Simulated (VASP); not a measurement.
A run of VASP 6.6.1 is set up as follows.

File POSCAR:

```
MgS
1.0
    0.0000000000      2.6016500000      2.4975840000
    2.6016500000      0.0000000000      2.4975840000
    2.6016500000      2.6016500000      0.0000000000
Mg S
1 1
Direct
    0.0000000000      0.0000000000      0.0000000000
    0.5000000000      0.5000000000      0.5000000000
```

File INCAR.step1:

```
SYSTEM = MgS
PREC = Accurate
ENCUT = 520
ISMEAR = 0
SIGMA = 0.05
LREAL = .FALSE.
LASPH = .TRUE.
NELM = 80
NBANDS = 11
GGA = PE
ALGO = Normal
EDIFF = 1E-4
LWAVE = .TRUE.
LCHARG = .FALSE.
```

Contents of INCAR.step2:

```
SYSTEM = MgS
PREC = Accurate
ENCUT = 520
EDIFF = 1E-6
ISMEAR = 0
SIGMA = 0.05
LREAL = .FALSE.
LASPH = .TRUE.
NELM = 80
ALGO = Normal
ISIF = 2
LWAVE = .FALSE.
LCHARG = .FALSE.
METAGGA = R2SCAN
LMIXTAU = .TRUE.
NBANDS = 11
ISTART = 1
```

File KPOINTS:

```
regular mesh
0
G
  8 8 8
  0 0 0
```

Potentials or basis: VASP PAW PBE potentials, release 64 (Mg, S).

The run is started by

```sh
$ cat potpaw_PBE.64/Mg/POTCAR potpaw_PBE.64/S/POTCAR > POTCAR
$ cp INCAR.step1 INCAR
$ mpirun -np 1 vasp_std > vasp.out
$ cp INCAR.step2 INCAR
$ mpirun -np 1 vasp_std > vasp.out
```

**Question.** Predict the pressure.

**Answer.** 3.4 GPa.

**Question.** What does it give for the band gap on the k mesh?

**Answer.** 3.32 eV, indirect (least direct gap 4.90 eV).

Stress tensor (GPa, compression positive):
```
1.44 0.00 0.00
0.00 1.44 0.00
0.00 0.00 7.17
```

Caveat: the cell differs from its parent crystal (strain +0.000 along x and y, -0.040 along z); the PAW data sets were made with another functional, which shifts forces and pressure a little. A k mesh can miss the band edges.
